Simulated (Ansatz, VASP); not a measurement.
**Zr in VASP and in Ansatz**

```
Zr
1.0
     3.25340    0.00000    0.00000
    -1.62670    2.81753    0.00000
     0.00000    0.00000    5.18109
Zr
2
Direct
  0.33333 0.66667 0.25000
  0.66667 0.33333 0.75000
```

Change from the starting cell: volume scaled by 1.02.

Alike in both runs: task single point; functional LDA; k mesh 13 × 13 × 7; occupations fermi-dirac, width 0.03 eV; no spin polarisation.

|  | VASP | Ansatz |
| --- | --- | --- |
| version | VASP 6.6.1 | Ansatz 0.2.0 |
| potentials or method | VASP PAW LDA potentials, release 64 (Zr_sv), cutoff 520 eV | all-electron LAPW, scalar-relativistic |

|  | VASP | Ansatz | Ansatz less VASP |
| --- | --- | --- | --- |
| pressure (GPa) | -7.6 | -7.7 | -0.06 |
| traceless stress, the component that is largest in VASP (GPa) | 0.47 | 0.46 | -0.016 |

LDA's correlation is that of Perdew and Zunger in VASP and of Perdew and Wang (1992) in Ansatz. Ansatz ran all-electron here, and VASP with PAW potentials.
